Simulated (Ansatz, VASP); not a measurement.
PbS: VASP beside Ansatz

File INCAR:

```
  ALGO = Normal
  EDIFF = 1E-7
  ENCUT = 520
  GGA = RE
  ISIF = 2
  ISMEAR = 0
  LASPH = True
  LCHARG = False
  LREAL = False
  LWAVE = False
  NBANDS = 17
  NELM = 80
  PREC = Accurate
  SIGMA = 0.05
```

Contents of KPOINTS:

```
k-points
0
Gamma
  8 8 8
```

Contents of POSCAR:

```
PbS
1.0
    0.0000000000      3.0513583646      3.0513583646
    3.0513583646      0.0000000000      3.0513583646
    3.0513583646      3.0513583646      0.0000000000
Pb S
1 1
Direct
    0.5000000000      0.5000000000      0.5000000000
    0.0000000000      0.0000000000      0.0000000000
```

Input for Ansatz:

```yaml
crystal:
  lattice:
    - [0.0, 3.0513583646, 3.0513583646]
    - [3.0513583646, 0.0, 3.0513583646]
    - [3.0513583646, 3.0513583646, 0.0]
  atoms:
    - { symbol: Pb, position: [0.5, 0.5, 0.5] }
    - { symbol: S, position: [0.0, 0.0, 0.0] }
basis:
  ecutwfc: 420
  ecutrho_ratio: 4
kpoints:
  mp_grid: { grid: [8, 8, 8] }
hamiltonian:
  xc: revpbe
scf:
  occupations: { method: gaussian, width: 0.05 }
output:
  forces: true
  stress: true
  eigenvalues: true
```

Alike in both runs: task single point; functional revPBE; k mesh 8 × 8 × 8; occupations gaussian, width 0.05 eV; no spin polarisation.

|  | VASP | Ansatz |
| --- | --- | --- |
| version | VASP 6.6.1 | Ansatz 0.2.0 |
| potentials or method | VASP PAW PBE potentials, release 64 (Pb_d, S), cutoff 520 eV | scalar-relativistic, plane waves, PAW |
| valence electrons in the cell | 20 | 20 |

|  | VASP | Ansatz | Ansatz less VASP |
| --- | --- | --- | --- |
| gap on the k mesh at the Fermi level (eV) | 0.71 | 0.71 | -0.006 |
| least direct gap on the mesh (eV) | 0.71 | 0.71 | -0.006 |
| pressure (GPa) | -1.0 | -0.9 | +0.08 |

VASP's potentials were made for PBE, not for revPBE. The functional is the same, so the differences come from potentials, cutoffs and numerics.

Spin-orbit coupling is off throughout.
